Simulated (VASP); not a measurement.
The system is CoO.

```
Co O
1.0
    -1.50800    1.50800    2.10725
     1.50800   -1.50800    2.10725
     1.50800    1.50800   -2.10725
Co O
1 1
Cartesian
  0.0000 0.0000 0.0000
  0.0000 0.0000 2.1073
```

Base run:

* Program: VASP 6.6.1
* Functional: PBE
* Potentials or basis: VASP PAW PBE potentials, release 64 (Co_sv, O)
* Cutoff: 600 eV
* k mesh: 10 × 10 × 10
* Occupations: fermi-dirac, width 0.05 eV
* Spin: collinear spin, ferromagnetic start
* Starting moments: [2.0, 0.0] μB
* Fixed moment: 2 μB

Its results: pressure -9.9 GPa; site moments Co +1.85; O +0.07 μB.

Question: The run is repeated on the same cell with these changes: fixed moment from 2 μB to 3 μB; moments at the start from [2.0, 0.0] to [3.0, 0.0]. What comes out?

Answer: Pressure -1.6 GPa; site moments Co +2.57; O +0.32 μB.

Caveats: the total moment is fixed, so each spin has its own Fermi level; a cell with one magnetic atom can't hold antiferromagnetic order, which such compounds often take; the cell stands under tension (at least some runs).
